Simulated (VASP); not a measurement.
Wanted: the native input for a VASP 6.6.1 run.

- Task: single point
- Functional: PBEsol
- Potentials or basis: VASP PAW PBE potentials, release 64 (Co, O)
- Cutoff: 600 eV
- k mesh: 16 × 16 × 16
- Occupations: fermi-dirac, width 0.05 eV
- Spin: collinear spin, ferromagnetic start
- Starting moments: [2.0, 0.0] μB
- Dipole correction: no
- Further INCAR settings: ALGO = Normal; EDIFF = 1e-06; NBANDS = 18

The structure of CoO lies in POSCAR:

```
CoO
1.0
    0.0000000000      2.1315000000      2.0888700000
    2.1315000000      0.0000000000      2.0888700000
    2.1315000000      2.1315000000      0.0000000000
Co O
1 1
Direct
    0.0000000000      0.0000000000      0.0000000000
    0.5000000000      0.5000000000      0.5000000000
```

This cell differs from its parent crystal: zz strain of -2 %.

One way to write it, as run:

INCAR

```
PREC = Accurate
ENCUT = 600
EDIFF = 1E-6
ISMEAR = -1
SIGMA = 0.05
LREAL = F
LASPH = T
NELM = 200
ALGO = Normal
ISIF = 2
LWAVE = F
LCHARG = F
ISPIN = 2
MAGMOM = 2 0
LORBIT = 11
LMAXMIX = 4
GGA = PS
NBANDS = 18
GGA_COMPAT = F
```

KPOINTS

```
Automatic mesh
0
Gamma
  16 16 16
```

Potentials or basis: VASP PAW PBE potentials, release 64 (Co, O).

Run with:

```sh
$ cat potpaw_PBE.64/Co/POTCAR potpaw_PBE.64/O/POTCAR > POTCAR
$ mpirun -np 1 vasp_std > vasp.out
```

It gave:

The pressure is -8.5 GPa and the net moment is 2.89 μB per cell. The site moments are Co +2.53; O +0.30 μB. The valence electrons inside the program's atomic spheres are Co 7.84; O 4.96.

Caveat: the cell differs from its parent crystal (zz strain of -2 %); the cell stands under tension; the PAW data sets were made with another functional, which shifts forces and pressure a little; a cell with one magnetic atom can't hold antiferromagnetic order, which such compounds often take.

Wall time 3.3 min on 1 thread of Intel(R) Xeon(R) Platinum 8488C (Sapphire Rapids) (shared host), peak memory 0.33 GiB.
